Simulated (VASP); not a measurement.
Here is a VASP 6.6.1 calculation.

File INCAR:

```
SYSTEM = KI
  PREC = Accurate
  ENCUT = 520
  EDIFF = 1E-7
  ISMEAR = 0
  SIGMA = 0.05
  LREAL = .FALSE.
  LASPH = .TRUE.
  NELM = 80
  ALGO = Normal
  ISIF = 2
  LWAVE = .FALSE.
  LCHARG = .FALSE.
  GGA = PE
  NBANDS = 15
```

KPOINTS

```
regular mesh
0
G
  6 6 6
  0 0 0
```

Contents of POSCAR:

```
KI
1.0
    4.1624607602      0.0000000000      0.0000000000
    0.0000000000      4.1624607602      0.0000000000
    0.0000000000      0.0000000000      4.4199325598
K I
1 1
Direct
    0.0000000000      0.0000000000      0.0000000000
    0.5000000000      0.5000000000      0.5000000000
```

Potentials or basis: VASP PAW PBE potentials, release 64 (K_sv, I).

Launch:

```sh
$ cat potpaw_PBE.64/K_sv/POTCAR potpaw_PBE.64/I/POTCAR > POTCAR
$ mpirun -np 1 vasp_std > vasp.out
```

Task: What does it give for the pressure?

Result: 1.0 GPa.

Task: Estimate the band gap on the k mesh.

Result: 3.23 eV (least direct gap 3.58 eV).

Stress tensor (GPa, compression positive):
```
 1.65  0.00  0.00
 0.00  1.65  0.00
 0.00  0.00 -0.21
```

Caveat: the cell differs from its parent crystal (strain -0.030 along x and y, +0.030 along z); spin-orbit coupling is left out, which moves the levels of the heavy elements. A k mesh can miss the band edges.
